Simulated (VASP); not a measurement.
# Te2Mo (P6_3/mmc) in VASP: further runs

Te2Mo is run at these levels: PBE; tasks: single point.

Everything below comes from runs of VASP 6.6.1. Logs are shortened: lines on timing, memory, paths and dates and some standing lists are left out, and cuts for length are marked.

### Step 1. The cell of the first run

The structure is hexagonal, space group P6_3/mmc (No. 194). The conventional cell has a = 3.646 Å, b = 3.646 Å, c = 15.965 Å, α = 90.00°, β = 90.00°, γ = 120.00°. Within 3.8 Å of Te (site symmetry 3m) lie 3 Mo at 2.83 Å and 7 Te at 3.65 to 3.80 Å. Mo (site symmetry -6m2) has 6 Te at 2.83 Å and 6 Mo at 3.65 Å within 3.7 Å.

### Step 2. Single point, PBE (strain +0.025 along x and y, +0.050 along z)

The input, INCAR:

```
SYSTEM = Te2Mo
PREC = Accurate ; ENCUT = 520
EDIFF = 1E-6 ; ISMEAR = 0
SIGMA = 0.05 ; LREAL = .False.
LASPH = .True. ; NELM = 100
ALGO = Normal ; ISIF = 2
LWAVE = .False. ; LCHARG = .False.
GGA = PE ; NBANDS = 35
```

The input, KPOINTS:

```
regular mesh
0
Gamma
  12 12 2
  0 0 0
```

The input, POSCAR:

```
Te2Mo
1.0
    3.6459930939      0.0000000000      0.0000000000
   -1.8229965469      3.1575226414      0.0000000000
    0.0000000000      0.0000000000     15.9649545909
Te Mo
4 2
Direct
    0.3333333333      0.6666666667      0.6310943552
    0.6666666667      0.3333333333      0.1310943552
    0.3333333333      0.6666666667      0.8689056448
    0.6666666667      0.3333333333      0.3689056448
    0.3333333333      0.6666666667      0.2500000000
    0.6666666667      0.3333333333      0.7500000000
```

Potentials or basis: VASP PAW PBE potentials, release 64 (Te, Mo_sv).

Started as:

```bash
$ cat potpaw_PBE.64/Te/POTCAR potpaw_PBE.64/Mo_sv/POTCAR > POTCAR
$ mpirun -np 1 vasp_std > vasp.out
```

OUTCAR:

```text
SYSTEM = Te2Mo
   PREC = Accurate
   ENCUT = 520
   EDIFF = 1E-6
   ISMEAR = 0
   LREAL = .False.
   LASPH = .True.
   NELM = 100
   ISIF = 2
   GGA = PE

 ion  position               nearest neighbor table
   1  0.333  0.667  0.631-   6 2.83   6 2.83   6 2.83
   2  0.667  0.333  0.131-   5 2.83   5 2.83   5 2.83
   3  0.333  0.667  0.869-   6 2.83   6 2.83   6 2.83
   4  0.667  0.333  0.369-   5 2.83   5 2.83   5 2.83
   5  0.333  0.667  0.250-   2 2.83   4 2.83   2 2.83   4 2.83   2 2.83   4 2.83
   6  0.667  0.333  0.750-   1 2.83   3 2.83   1 2.83   3 2.83   1 2.83   3 2.83

  LATTYP: Found a hexagonal cell.
 ALAT       =     3.6459930939
 C/A-ratio  =     4.3787670957

  Lattice vectors:

 A1 = (   3.6459930939,   0.0000000000,   0.0000000000)
 A2 = (  -1.8229965469,   3.1575226414,   0.0000000000)
 A3 = (   0.0000000000,   0.0000000000,  15.9649545909)

Analysis of symmetry for initial positions (statically):
=====================================================================
 Subroutine PRICEL returns:
 Original cell was already a primitive cell.

 Routine SETGRP: Setting up the symmetry group for a
 hexagonal supercell.

 Subroutine GETGRP returns: Found 24 space group operations
 (whereof 12 operations were pure point group operations)
 out of a pool of 24 trial point group operations.

The static configuration has the point symmetry D_3d.
 The point group associated with its full space group is D_6h.

Analysis of symmetry for dynamics (positions and initial velocities):
=====================================================================
 Subroutine PRICEL returns:
 Original cell was already a primitive cell.

 Routine SETGRP: Setting up the symmetry group for a
 hexagonal supercell.

 Subroutine GETGRP returns: Found 24 space group operations
 (whereof 12 operations were pure point group operations)
 out of a pool of 24 trial point group operations.

The dynamic configuration has the point symmetry D_3d.
 The point group associated with its full space group is D_6h.

 Subroutine INISYM returns: Found 24 space group operations
 (whereof 12 operations are pure point group operations),
 and found     1 'primitive' translations

----------------------------------------------------------------------------------------

                                     Primitive cell

  volume of cell :     183.7934

  direct lattice vectors                    reciprocal lattice vectors
     3.645993094  0.000000000  0.000000000     0.274273696  0.158351992  0.000000000
    -1.822996547  3.157522641  0.000000000     0.000000000  0.316703984  0.000000000
     0.000000000  0.000000000 15.964954591     0.000000000  0.000000000  0.062637197

  length of vectors
     3.645993094  3.645993094 15.964954591     0.316703984  0.316703984  0.062637197

  position of ions in fractional coordinates (direct lattice)
     0.333333333  0.666666667  0.631094355
     0.666666667  0.333333333  0.131094355
     0.333333333  0.666666667  0.868905645
     0.666666667  0.333333333  0.368905645
     0.333333333  0.666666667  0.250000000
     0.666666667  0.333333333  0.750000000

  ion indices of the primitive-cell ions
   primitive index   ion index
                 1           1
                 2           2
                 3           3
                 4           4
                 5           5
                 6           6

----------------------------------------------------------------------------------------

 KPOINTS: regular mesh

Automatic generation of k-mesh.
 Grid dimensions read from file:
 generate k-points for:   12   12    2

 Generating k-lattice:

  Cartesian coordinates                     Fractional coordinates (reciprocal lattice)
     0.022856141  0.013195999  0.000000000     0.083333333  0.000000000  0.000000000
     0.000000000  0.026391999  0.000000000     0.000000000  0.083333333  0.000000000
     0.000000000  0.000000000  0.031318598     0.000000000  0.000000000  0.500000000

  Length of vectors
     0.026391999  0.026391999  0.031318598

  Shift w.r.t. Gamma in fractional coordinates (k-lattice)
     0.000000000  0.000000000  0.000000000

 Subroutine IBZKPT returns following result:
 ===========================================

 Found     38 irreducible k-points:

 Following reciprocal coordinates:
            Coordinates               Weight
  0.000000  0.000000  0.000000      1.000000
  0.083333  0.000000  0.000000      6.000000
  0.166667  0.000000  0.000000      6.000000
  0.250000  0.000000  0.000000      6.000000
  0.333333  0.000000  0.000000      6.000000
  0.416667  0.000000  0.000000      6.000000
[... 16 lines left out ...]
  0.250000  0.000000  0.500000      6.000000
  0.333333  0.000000  0.500000      6.000000
 [... further k-points ...]
   k-points           NKPTS =     38   k-points in BZ     NKDIM =     38   number of bands    NBANDS=     35
   number of dos      NEDOS =    301   number of ions     NIONS =      6
   total plane-waves  NPLWV =  94080
   dimension x,y,z NGX =    28 NGY =   28 NGZ =  120
   dimension x,y,z NGXF=    56 NGYF=   56 NGZF=  240
   ions per type =               4   2
   NGX,Y,Z   is equivalent  to a cutoff of  12.77, 12.77, 12.50 a.u.
   NGXF,Y,Z  is equivalent  to a cutoff of  25.53, 25.53, 24.99 a.u.
 SYSTEM =  Te2Mo
   PREC   = accura    normal or accurate (medium, high low for compatibility)
   ISTART =      0    job   : 0-new  1-cont  2-samecut
   ICHARG =      2    charge: 1-file 2-atom 10-const
   ISPIN  =      1    spin polarized calculation?
   LNONCOLLINEAR =      F non collinear calculations
   LSORBIT =      F    spin-orbit coupling
   LASPH  =      T    aspherical Exc in radial PAW
   ENCUT  =  520.0 eV  38.22 Ry    6.18 a.u.   6.78  6.78 29.68*2*pi/ulx,y,z
   NELM   =    100;   NELMIN=  2; NELMDL= -5     # of ELM steps
   EDIFF  = 0.1E-05   stopping-criterion for ELM
   LREAL  =      F    real-space projection
   EDIFFG = 0.1E-04   stopping-criterion for IOM
   NSW    =      0    number of steps for IOM
   IBRION =     -1    ionic relax: 0-MD 1-quasi-New 2-CG
   NFREE  =      0    steps in history (QN), initial steepest desc. (CG)
   ISIF   =      2    stress and relaxation
   ISYM   =      2    0-nonsym 1-usesym 2-fastsym
   POTIM  = 0.5000    time-step for ionic-motion
   TEBEG  =    0.0;   TEEND  =   0.0 temperature during run
   PSTRESS=    0.0 pullay stress
   NELECT =      52.0000    total number of electrons
   NUPDOWN=      -1.0000    fix difference up-down
   EMIN   =  10.00;   EMAX   =-10.00  energy-range for DOS
   EFERMI =   0.00;   METHOD = LEGACY
   ISMEAR =     0;   SIGMA  =   0.05  broadening in eV -4-tet -1-fermi 0-gaus
   EFERMI_NEDOS =   21; number of points for ismear=-14 and -15
   IALGO  =     38    algorithm
   IMIX   =      4    mixing-type and parameters
     AMIX     =   0.40;   BMIX     =  1.00
     AMIX_MAG =   1.60;   BMIX_MAG =  1.00
  volume/ion in A,a.u.               =      30.63       206.72
  Fermi-wavevector in a.u.,A,eV,Ry     =   1.074730  2.030945 15.715329  1.155044
  Thomas-Fermi vector in A             =   2.210566
   LORBIT       =      0    0 simple, 1 ext, 2 COOP (PROOUT), +10 PAW based schemes
   GGA     = PE    functional components
   LHFCALC =     F    Hartree Fock is set to
   AEXX    =    0.0000 exact exchange contribution
   IVDW    =     0    specifies the selected vdW correction
   LEPSILON=     F    determine dielectric tensor
   LRPA    =     F    only Hartree local field effects (RPA)
 non-spin polarized calculation
 Gauss-broadening in eV      SIGMA  =   0.05
  energy-cutoff  :      520.00
  volume of cell :      183.79
 maximum number of plane-waves:      4978
 NGX is ok and might be reduce to    28
   NGX = 13   NGY = 13   NGZ = 59

 number of electron      52.0000000 magnetization

 Free energy of the ion-electron system (eV)
  ---------------------------------------------------
  ext. energy  EPLUGINS =         0.00000000
  ---------------------------------------------------
  free energy    TOTEN  =       -35.64221525 eV

  energy without entropy =      -35.64221525  energy(sigma->0) =      -35.64221525

 E-fermi :   6.0708     XC(G=0):  -9.3320

 val. band max:        5.7056054287   @ k =   0.3333   0.3333   0.0000
 cond. band min:       6.5679110655   @ k =   0.1667   0.1667   0.0000
 fundamental gap:      0.8623056369
 Fermi energy:         6.0707770971

 k-point     1 :       0.0000    0.0000    0.0000
  band No.  band energies     occupation
      1     -55.2100      2.00000
      2     -55.2100      2.00000
      3     -29.3021      2.00000
      4     -29.3021      2.00000
      5     -29.2238      2.00000
      6     -29.2238      2.00000
[... 27 lines left out ...]
     34       8.4894      0.00000
     35      10.1330      0.00000

 k-point     2 :       0.0833    0.0000    0.0000
  band No.  band energies     occupation
      1     -55.2097      2.00000
      2     -55.2097      2.00000
      3     -29.3011      2.00000
      4     -29.3011      2.00000
      5     -29.2291      2.00000
      6     -29.2291      2.00000
[... 27 lines left out ...]
     34       8.3933      0.00000
     35      10.4729      0.00000

 k-point     3 :       0.1667    0.0000    0.0000
  band No.  band energies     occupation
      1     -55.2087      2.00000
      2     -55.2087      2.00000
      3     -29.2982      2.00000
      4     -29.2982      2.00000
      5     -29.2437      2.00000
      6     -29.2437      2.00000
[... 27 lines left out ...]
     34       8.5463      0.00000
     35      10.8288      0.00000
[... 723 lines left out ...]
 k-point    23 :       0.2500    0.0000    0.5000
  band No.  band energies     occupation
      1     -55.2074      2.00000
      2     -55.2074      2.00000
      3     -29.2942      2.00000
      4     -29.2942      2.00000
      5     -29.2636      2.00000
      6     -29.2636      2.00000
[... 27 lines left out ...]
     34       8.6328      0.00000
     35      11.4237      0.00000

 k-point    24 :       0.3333    0.0000    0.5000
  band No.  band energies     occupation
      1     -55.2060      2.00000
      2     -55.2060      2.00000
      3     -29.2903      2.00000
      4     -29.2903      2.00000
      5     -29.2833      2.00000
      6     -29.2833      2.00000
[... 27 lines left out ...]
     34       8.7081      0.00000
     35      10.7839      0.00000

 [... further k-points ...]

------------------------ aborting loop because EDIFF is reached ----------------------------------------

  FORCE on cell =-STRESS in cart. coord.  units (eV):
  Direction    XX          YY          ZZ          XY          YZ          ZX
  --------------------------------------------------------------------------------------
  -------------------------------------------------------------------------------------
  Total       -6.6868871     -6.6868871    -10.3673320     -0.0000000      0.0000000      0.0000000
  in kB      -58.2914112    -58.2914112    -90.3748493     -0.0000000      0.0000000      0.0000000
  external PRESSURE =     -68.9858905 kB  Pullay stress =       0.0000000 kB

 VOLUME and BASIS-vectors are now :
 -----------------------------------------------------------------------------
  energy-cutoff  :      520.00
  volume of cell :      183.79
      direct lattice vectors                 reciprocal lattice vectors
     3.645993094  0.000000000  0.000000000     0.274273696  0.158351992  0.000000000
    -1.822996547  3.157522641  0.000000000     0.000000000  0.316703984  0.000000000
     0.000000000  0.000000000 15.964954591     0.000000000  0.000000000  0.062637197

 POSITION                                       TOTAL-FORCE (eV/Angst)
 -----------------------------------------------------------------------------------
     -0.00000      2.10502     10.07539         0.000000     -0.000000      1.341155
      1.82300      1.05251      2.09292        -0.000000     -0.000000      1.341155
     -0.00000      2.10502     13.87204         0.000000     -0.000000     -1.341155
      1.82300      1.05251      5.88956        -0.000000     -0.000000     -1.341155
     -0.00000      2.10502      3.99124        -0.000000      0.000000      0.000000
      1.82300      1.05251     11.97372         0.000000     -0.000000      0.000000
 -----------------------------------------------------------------------------------
    total drift:                               -0.000000      0.000000     -0.000000

  FREE ENERGIE OF THE ION-ELECTRON SYSTEM (eV)
  ---------------------------------------------------
  free  energy   TOTEN  =       -35.6422152471 eV

  energy  without entropy=      -35.6422152471  energy(sigma->0) =      -35.64221525
```

It took 6.5 min on 1 thread of Intel Xeon 8259CL, shared host; peak memory 0.42 GiB.

What came out:

| Property | Result |
| --- | --- |
| Free energy | -35.6422 eV |
| Pressure | -6.9 GPa |
| Largest force | 1.341 eV/Å |
| Band gap on the k mesh | 0.86 eV (least direct gap 0.96 eV) |

Forces on the atoms (eV/Å):
```
Te   0.000  0.000  1.341
Te   0.000  0.000  1.341
Te   0.000  0.000 -1.341
Te   0.000  0.000 -1.341
Mo   0.000  0.000  0.000
Mo   0.000  0.000  0.000
```

Caveat: the cell differs from its parent crystal (strain +0.025 along x and y, +0.050 along z); the cell stands under tension; spin-orbit coupling is left out, which moves the levels of the heavy elements; this functional lacks dispersion, which binds the layers, so the pressure and a relaxed spacing across them are unreliable; forces of over 1 eV/Å act on the atoms, so gaps and moduli don't describe the material at rest. A k mesh can miss the band edges.

(Part 1 of 2 ends here.)
